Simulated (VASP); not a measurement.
# Na (P-1) in VASP: single point with PBEsol

Aim: the single point of Na with PBEsol.

Program: VASP 6.6.1. These are calculated values, not measurements. Logs are shortened: lines on timing, memory, paths and dates and some standing lists are left out, and cuts for length are marked.

### Step 1. The cell of the first run

The typed cell holds 1 atom: a = 3.648 Å, b = 3.418 Å, c = 3.600 Å, α = 117.32°, β = 119.87°, γ = 85.94°.

### Step 2. Single point, PBEsol (strained)

The input, INCAR:

```
SYSTEM = Na
ALGO = Fast
EDIFF = 1E-6
ENCUT = 520
GGA = PS
ISIF = 2
ISMEAR = 0
LASPH = .True.
LCHARG = .True.
LELF = .True.
LREAL = .False.
LVHAR = .True.
LWAVE = .False.
NBANDS = 10
NELM = 80
PREC = Accurate
SIGMA = 0.1
```

The input, KPOINTS:

```
k-points
0
Gamma
  12 12 14
  0 0 0
```

The input, POSCAR:

```
Na
1.0
   -1.6883085123      1.8325574125      2.6649917577
    1.7313488677     -1.5597575127      2.5004838388
    1.9149034419      1.7863524423     -2.4696669284
Na
1
Direct
    0.0000000000      0.0000000000      0.0000000000
```

Potentials or basis: VASP PAW PBE potentials, release 64 (Na_pv).

Run with:

```console
> cat potpaw_PBE.64/Na_pv/POTCAR > POTCAR
> mpirun -np 1 vasp_std > vasp.out
```

OUTCAR:

```text
SYSTEM = Na
   EDIFF = 1E-6
   ENCUT = 520
   GGA = PS
   ISIF = 2
   ISMEAR = 0
   LASPH = .True.
   LREAL = .False.
   NELM = 80
   PREC = Accurate

 ion  position               nearest neighbor table
   1  0.000  0.000  0.000-

  LATTYP: Found a triclinic cell.
 ALAT       =     3.4180157735
 B/A-ratio  =     1.5134082341
 C/A-ratio  =     1.0688705283
 COS(alpha) =     0.0199980602
 COS(beta)  =     0.4834106468
 COS(gamma) =     0.7106656771

  Lattice vectors:

 A1 = (  -1.7313488677,   1.5597575127,  -2.5004838388)
 A2 = (  -0.0430403554,  -0.2727998998,  -5.1654755965)
 A3 = (  -3.6462523096,  -0.2265949296,  -0.0308169104)

Analysis of symmetry for initial positions (statically):
=====================================================================
 Subroutine PRICEL returns:
 Original cell was already a primitive cell.

 Routine SETGRP: Setting up the symmetry group for a
 triclinic supercell.

 Subroutine GETGRP returns: Found  2 space group operations
 (whereof  2 operations were pure point group operations)
 out of a pool of  2 trial point group operations.

The static configuration has the point symmetry S_2 .

Analysis of symmetry for dynamics (positions and initial velocities):
=====================================================================
 Subroutine PRICEL returns:
 Original cell was already a primitive cell.

 Routine SETGRP: Setting up the symmetry group for a
 triclinic supercell.

 Subroutine GETGRP returns: Found  2 space group operations
 (whereof  2 operations were pure point group operations)
 out of a pool of  2 trial point group operations.

The dynamic configuration has the point symmetry S_2 .

 Subroutine INISYM returns: Found  2 space group operations
 (whereof  2 operations are pure point group operations),
 and found     1 'primitive' translations

----------------------------------------------------------------------------------------

                                     Primitive cell

  volume of cell :      33.8502

  direct lattice vectors                    reciprocal lattice vectors
    -1.688308512  1.832557412  2.664991758    -0.018158375  0.267769506  0.179602833
     1.731348868 -1.559757513  2.500483839     0.274339071 -0.027581620  0.192763782
     1.914903442  1.786352442 -2.469666928     0.258167806  0.261021486 -0.015936242

  length of vectors
     3.648401482  3.418015774  3.599606225     0.322935616  0.336423167  0.367473531

  position of ions in fractional coordinates (direct lattice)
     0.000000000  0.000000000  0.000000000

  ion indices of the primitive-cell ions
   primitive index   ion index
                 1           1

----------------------------------------------------------------------------------------

 KPOINTS: k-points

Automatic generation of k-mesh.
 Grid dimensions read from file:
 generate k-points for:   12   12   14

 Generating k-lattice:

  Cartesian coordinates                     Fractional coordinates (reciprocal lattice)
    -0.001513198  0.022314125  0.014966903     0.083333333  0.000000000 -0.000000000
     0.022861589 -0.002298468  0.016063649     0.000000000  0.083333333  0.000000000
     0.018440558  0.018644392 -0.001138303    -0.000000000  0.000000000  0.071428571

  Length of vectors
     0.026911301  0.028035264  0.026248109

  Shift w.r.t. Gamma in fractional coordinates (k-lattice)
     0.000000000  0.000000000  0.000000000

 Subroutine IBZKPT returns following result:
 ===========================================

 Found   1012 irreducible k-points:

 Following reciprocal coordinates:
            Coordinates               Weight
  0.000000  0.000000  0.000000      1.000000
  0.083333 -0.000000 -0.000000      2.000000
  0.166667 -0.000000 -0.000000      2.000000
  0.250000  0.000000 -0.000000      2.000000
  0.333333 -0.000000  0.000000      2.000000
  0.416667 -0.000000  0.000000      2.000000
[... 16 lines left out ...]
  0.250000  0.166667  0.000000      2.000000
  0.333333  0.166667 -0.000000      2.000000
 [... further k-points ...]
   k-points           NKPTS =   1012   k-points in BZ     NKDIM =   1012   number of bands    NBANDS=     10
   number of dos      NEDOS =    301   number of ions     NIONS =      1
   total plane-waves  NPLWV =  21952
   dimension x,y,z NGX =    28 NGY =   28 NGZ =   28
   dimension x,y,z NGXF=    56 NGYF=   56 NGZF=   56
   ions per type =               1
   NGX,Y,Z   is equivalent  to a cutoff of  12.76, 13.62, 12.93 a.u.
   NGXF,Y,Z  is equivalent  to a cutoff of  25.52, 27.24, 25.86 a.u.
 SYSTEM =  Na
   PREC   = accura    normal or accurate (medium, high low for compatibility)
   ISTART =      0    job   : 0-new  1-cont  2-samecut
   ICHARG =      2    charge: 1-file 2-atom 10-const
   ISPIN  =      1    spin polarized calculation?
   LNONCOLLINEAR =      F non collinear calculations
   LSORBIT =      F    spin-orbit coupling
   LASPH  =      T    aspherical Exc in radial PAW
   ENCUT  =  520.0 eV  38.22 Ry    6.18 a.u.   6.78  6.36  6.69*2*pi/ulx,y,z
   NELM   =     80;   NELMIN=  2; NELMDL= -5     # of ELM steps
   EDIFF  = 0.1E-05   stopping-criterion for ELM
   LREAL  =      F    real-space projection
   EDIFFG = 0.1E-04   stopping-criterion for IOM
   NSW    =      0    number of steps for IOM
   IBRION =     -1    ionic relax: 0-MD 1-quasi-New 2-CG
   NFREE  =      0    steps in history (QN), initial steepest desc. (CG)
   ISIF   =      2    stress and relaxation
   ISYM   =      2    0-nonsym 1-usesym 2-fastsym
   POTIM  = 0.5000    time-step for ionic-motion
   TEBEG  =    0.0;   TEEND  =   0.0 temperature during run
   PSTRESS=    0.0 pullay stress
   NELECT =       7.0000    total number of electrons
   NUPDOWN=      -1.0000    fix difference up-down
   EMIN   =  10.00;   EMAX   =-10.00  energy-range for DOS
   EFERMI =   0.00;   METHOD = LEGACY
   ISMEAR =     0;   SIGMA  =   0.10  broadening in eV -4-tet -1-fermi 0-gaus
   EFERMI_NEDOS =   21; number of points for ismear=-14 and -15
   IALGO  =     68    algorithm
   IMIX   =      4    mixing-type and parameters
     AMIX     =   0.40;   BMIX     =  1.00
     AMIX_MAG =   1.60;   BMIX_MAG =  1.00
  volume/ion in A,a.u.               =      33.85       228.43
  Fermi-wavevector in a.u.,A,eV,Ry     =   0.968101  1.829445 12.751643  0.937219
  Thomas-Fermi vector in A             =   2.098042
   LORBIT       =      0    0 simple, 1 ext, 2 COOP (PROOUT), +10 PAW based schemes
   GGA     = PS    functional components
   LHFCALC =     F    Hartree Fock is set to
   AEXX    =    0.0000 exact exchange contribution
   IVDW    =     0    specifies the selected vdW correction
   LEPSILON=     F    determine dielectric tensor
   LRPA    =     F    only Hartree local field effects (RPA)
 non-spin polarized calculation
 RMM-DIIS sequential band-by-band and
 Gauss-broadening in eV      SIGMA  =   0.10
  energy-cutoff  :      520.00
  volume of cell :       33.85
 maximum number of plane-waves:       924
   NGX = 13   NGY = 13   NGZ = 13

 number of electron       6.9999999 magnetization

 Free energy of the ion-electron system (eV)
  ---------------------------------------------------
  ext. energy  EPLUGINS =         0.00000000
  ---------------------------------------------------
  free energy    TOTEN  =        -1.38617213 eV

  energy without entropy =       -1.38388191  energy(sigma->0) =       -1.38502702

 E-fermi :   0.5679     XC(G=0):  -6.7456

 val. band max:        0.5648325722   @ k =   0.3333  -0.1667   0.2143
 cond. band min:       0.5721661768   @ k =  -0.1667   0.5000   0.3571
 fundamental gap:      0.0073336047
 Fermi energy:         0.5679024809

 k-point     1 :       0.0000    0.0000    0.0000
  band No.  band energies     occupation
      1     -24.1545      2.00000
      2     -24.1533      2.00000
      3     -24.1528      2.00000
      4      -2.8994      2.00000
      5      11.2131      0.00000
      6      12.2560      0.00000
      7      12.4523      0.00000
      8      13.3950      0.00000
      9      13.7158      0.00000
     10      14.1478      0.00000

 k-point     2 :       0.0833   -0.0000   -0.0000
  band No.  band energies     occupation
      1     -24.1559      2.00000
      2     -24.1548      2.00000
      3     -24.1533      2.00000
      4      -2.7864      2.00000
      5       9.5854      0.00000
      6      12.0440      0.00000
      7      12.9717      0.00000
      8      13.8520      0.00000
      9      14.2119      0.00000
     10      14.5723      0.00000

 k-point     3 :       0.1667   -0.0000   -0.0000
  band No.  band energies     occupation
      1     -24.1636      2.00000
      2     -24.1562      2.00000
      3     -24.1536      2.00000
      4      -2.4489      2.00000
      5       7.5673      0.00000
      6      11.6838      0.00000
      7      12.6855      0.00000
      8      13.4912      0.00000
      9      14.2283      0.00000
     10      15.0361      0.00000

 k-point     4 :       0.2500    0.0000   -0.0000
  band No.  band energies     occupation
      1     -24.1742      2.00000
      2     -24.1580      2.00000
      3     -24.1538      2.00000
      4      -1.8918      2.00000
      5       5.6802      0.00000
      6      11.3285      0.00000
      7      12.4917      0.00000
      8      12.8622      0.00000
      9      13.9892      0.00000
     10      15.4121      0.00000
[... 222 lines left out ...]
 k-point    22 :       0.1667    0.1667   -0.0000
  band No.  band energies     occupation
      1     -24.1699      2.00000
      2     -24.1642      2.00000
      3     -24.1580      2.00000
      4      -1.7758      2.00000
      5       6.9713      0.00000
      6       8.2709      0.00000
      7      11.7785      0.00000
      8      13.3990      0.00000
      9      14.0827      0.00000
     10      15.0554      0.00000

 k-point    23 :       0.2500    0.1667    0.0000
  band No.  band energies     occupation
      1     -24.1754      2.00000
      2     -24.1685      2.00000
      3     -24.1599      2.00000
      4      -1.1334      2.00000
      5       5.3044      0.00000
      6       8.1565      0.00000
      7      10.9977      0.00000
      8      12.6326      0.00000
      9      14.1119      0.00000
     10      15.9526      0.00000

 k-point    24 :       0.3333    0.1667   -0.0000
  band No.  band energies     occupation
      1     -24.1844      2.00000
      2     -24.1685      2.00000
      3     -24.1618      2.00000
      4      -0.2850      2.00000
      5       3.6946      0.00000
      6       8.3305      0.00000
      7      10.4085      0.00000
      8      11.9908      0.00000
      9      14.0184      0.00000
     10      16.5026      0.00000

 [... further k-points ...]

------------------------ aborting loop because EDIFF is reached ----------------------------------------

  FORCE on cell =-STRESS in cart. coord.  units (eV):
  Direction    XX          YY          ZZ          XY          YZ          ZX
  --------------------------------------------------------------------------------------
  -------------------------------------------------------------------------------------
  Total        0.1584852      0.1370438      0.2101036     -0.0215622     -0.1489433      0.0148530
  in kB        7.5013356      6.4864827      9.9445082     -1.0205694     -7.0497040      0.7030146
  external PRESSURE =       7.9774422 kB  Pullay stress =       0.0000000 kB

 VOLUME and BASIS-vectors are now :
 -----------------------------------------------------------------------------
  energy-cutoff  :      520.00
  volume of cell :       33.85
      direct lattice vectors                 reciprocal lattice vectors
    -1.688308512  1.832557412  2.664991758    -0.018158375  0.267769506  0.179602833
     1.731348868 -1.559757513  2.500483839     0.274339071 -0.027581620  0.192763782
     1.914903442  1.786352442 -2.469666928     0.258167806  0.261021486 -0.015936242

 POSITION                                       TOTAL-FORCE (eV/Angst)
 -----------------------------------------------------------------------------------
      0.00000      0.00000      0.00000        -0.000000     -0.000000     -0.000000
 -----------------------------------------------------------------------------------
    total drift:                                0.000000     -0.000000      0.000000

  FREE ENERGIE OF THE ION-ELECTRON SYSTEM (eV)
  ---------------------------------------------------
  free  energy   TOTEN  =        -1.3861721255 eV

  energy  without entropy=       -1.3838819143  energy(sigma->0) =       -1.38502702
```

Wall time 3.6 min (1 thread of AMD EPYC 7R13 (Zen 3), shared host); peak memory 0.34 GiB.

What came out:

```yaml
Free_energy: -1.3862 eV
Pressure: 0.8 GPa
Band_gap_on_the_k_mesh: zero (an odd number of electrons rules out a gap without spin polarisation)
```

Caveat: the cell differs from its parent crystal (strained); the PAW data sets were made with another functional, which shifts forces and pressure a little.
